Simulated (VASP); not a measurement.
A run of VASP 6.6.1 is set up as follows.

Contents of POSCAR:

```
Tl
1.0
    3.4559983565      0.0000000000      0.0000000000
   -1.7279991783      2.9929823722      0.0000000000
    0.0000000000      0.0000000000      5.5250000000
Tl
2
Direct
    0.3333333333      0.6666666667      0.2500000000
    0.6666666667      0.3333333333      0.7500000000
```

INCAR.step1

```
SYSTEM = Tl
PREC = Accurate
ENCUT = 520
ISMEAR = -1
SIGMA = 0.05
LREAL = .FALSE.
LASPH = .TRUE.
NELM = 80
NBANDS = 20
GGA = PE
ALGO = Normal
EDIFF = 1E-4
LWAVE = .TRUE.
LCHARG = .FALSE.
```

The input INCAR.step2:

```
SYSTEM = Tl
PREC = Accurate
ENCUT = 520
EDIFF = 1E-8
ISMEAR = -1
SIGMA = 0.05
LREAL = .FALSE.
LASPH = .TRUE.
NELM = 80
ALGO = Normal
ISIF = 2
LWAVE = .FALSE.
LCHARG = .FALSE.
METAGGA = R2SCAN
LMIXTAU = .TRUE.
LEFG = .TRUE.
NBANDS = 20
ISTART = 1
```

The input KPOINTS:

```
Automatic mesh
0
G
  11 11 6
  0 0 0
```

Potentials or basis: VASP PAW PBE potentials, release 64 (Tl_d).

Run with:

```bash
$ cat potpaw_PBE.64/Tl_d/POTCAR > POTCAR
$ cp INCAR.step1 INCAR
$ mpirun -np 1 vasp_std > vasp.out
$ cp INCAR.step2 INCAR
$ mpirun -np 1 vasp_std > vasp.out
```

(1) Estimate the band gap on the k mesh.

(2) Predict the pressure.

## Answers

(1) zero (bands 13 and 14 overlap by 5.82 eV).

(2) 1.9 GPa.

Caveat: without QUAD_EFG the Cq values of the log hold for a quadrupole moment of 1 mb, not for the nuclei; the PAW data sets were made with another functional, which shifts forces and pressure a little; spin-orbit coupling is left out, which moves the levels of the heavy elements.
